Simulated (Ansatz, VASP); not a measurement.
One calculation of LiF, two programs

Contents of POSCAR:

```
LiF
1.0
   -0.0962879479      1.9670252210      1.9670252210
    1.9670252210     -0.0962879479      1.9670252210
    1.9670252210      1.9670252210     -0.0962879479
Li F
1 1
Direct
    0.0000000000      0.0000000000      0.0000000000
    0.5000000000      0.5000000000      0.5000000000
```

File INCAR.step1:

```
SYSTEM = LiF
ALGO     = Normal         ! electronic algorithm
EDIFF    = 1E-4           ! SCF threshold, eV
ENCUT    = 520            ! plane-wave cutoff, eV
GGA      = PE             ! functional
ISMEAR   = 0              ! smearing method
LASPH    = .TRUE.         ! aspherical terms in the spheres
LCHARG   = .FALSE.        ! write CHGCAR
LREAL    = .FALSE.        ! projectors in reciprocal space
LWAVE    = .TRUE.         ! write WAVECAR
NBANDS   = 12             ! bands
NELM     = 60             ! most SCF steps
PREC     = Accurate       ! precision mode
SIGMA    = 0.05           ! smearing width, eV
```

INCAR.step2

```
SYSTEM = LiF
ALGO     = Normal         ! electronic algorithm
EDIFF    = 1E-7           ! SCF threshold, eV
ENCUT    = 520            ! plane-wave cutoff, eV
ISIF     = 2              ! what is computed and relaxed
ISMEAR   = 0              ! smearing method
ISTART   = 1            
LASPH    = .TRUE.         ! aspherical terms in the spheres
LCHARG   = .TRUE.         ! write CHGCAR
LELF     = .TRUE.         ! ELF
LMIXTAU  = .TRUE.       
LREAL    = .FALSE.        ! projectors in reciprocal space
LVHAR    = .TRUE.       
LWAVE    = .FALSE.        ! write WAVECAR
METAGGA  = R2SCAN         ! meta-GGA
NBANDS   = 12             ! bands
NELM     = 60             ! most SCF steps
PREC     = Accurate       ! precision mode
SIGMA    = 0.05           ! smearing width, eV
```

File KPOINTS:

```
k-points
0
G
  12 12 12
  0 0 0
```

Input for Ansatz:

```yaml
crystal:
  lattice:
    - [-0.0962879479, 1.967025221, 1.967025221]
    - [1.967025221, -0.0962879479, 1.967025221]
    - [1.967025221, 1.967025221, -0.0962879479]
  atoms:
    - { symbol: Li, position: [0.0, 0.0, 0.0] }
    - { symbol: F, position: [0.5, 0.5, 0.5] }
basis:
  ecutwfc: 500
kpoints:
  mp_grid: { grid: [12, 12, 12] }
hamiltonian:
  xc: r2scan
scf:
  occupations: { method: gaussian, width: 0.05 }
output:
  forces: true
  stress: true
  eigenvalues: true
  write_density: true
  write_potential: true
  elf: true
  volumetric_format: npy
```

Alike in both runs: task single point; functional r2SCAN; k mesh 12 × 12 × 12; occupations gaussian, width 0.05 eV; no spin polarisation.

```csv
,VASP,Ansatz
version,VASP 6.6.1,Ansatz 0.2.0
potentials or method,"VASP PAW PBE potentials, release 64 (Li_sv, F), cutoff 520 eV","scalar-relativistic, plane waves, PAW"
valence electrons in the cell,10,10
```

Ansatz gave:

* gap on the k mesh at the Fermi level (eV): 9.79
* least direct gap on the mesh (eV): 9.79

Problem. Estimate VASP's values.

Solution. gap on the k mesh at the Fermi level (eV): 10.00; least direct gap on the mesh (eV): 10.00.

VASP's potentials were made for PBE, not for r2SCAN. The functional is the same, so the differences come from potentials, cutoffs and numerics.

Noted on VASP's run: the cutoff is under 1.25 times that of the potentials, so the pressure is a little rough.
